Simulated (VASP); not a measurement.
A run of VASP 6.6.1:

Contents of INCAR:

```
SYSTEM = PbSe
PREC     = Accurate       ! precision mode
ENCUT    = 500            ! plane-wave cutoff, eV
EDIFF    = 1E-6           ! SCF threshold, eV
ISMEAR   = 0              ! smearing method
SIGMA    = 0.1            ! smearing width, eV
LREAL    = .False.        ! projectors in reciprocal space
LASPH    = .True.         ! aspherical terms in the spheres
NELM     = 120            ! most SCF steps
ALGO     = Normal         ! electronic algorithm
ISIF     = 2              ! what is computed and relaxed
LWAVE    = .False.        ! write WAVECAR
LCHARG   = .False.        ! write CHGCAR
GGA      = PE             ! functional
NBANDS   = 17             ! bands
GGA_COMPAT= .False.
```

KPOINTS

```
regular mesh
0
Gamma
  6 6 6
  0 0 0
```

The input POSCAR:

```
PbSe
1.0
    0.0000000000      3.0908236500      3.0908236500
    3.0908236500      0.0000000000      3.0908236500
    3.0908236500      3.0908236500      0.0000000000
Pb Se
1 1
Direct
    0.0000000000      0.0000000000      0.0000000000
    0.5000000000      0.5000000000      0.5000000000
```

Potentials or basis: VASP PAW PBE potentials, release 64 (Pb_d, Se).

Command:

```sh
$ cat potpaw_PBE.64/Pb_d/POTCAR potpaw_PBE.64/Se/POTCAR > POTCAR
$ mpirun -np 1 vasp_std > vasp.out
```

Hardware: 1 thread of Intel Xeon 8259CL, with other jobs on the host.

Question: How long does it take, and how much memory?

Answer: It took 29 s on 1 thread of Intel Xeon 8259CL, on a shared host, peak memory 0.17 GiB. Counts: scf iterations 12, k points 16.
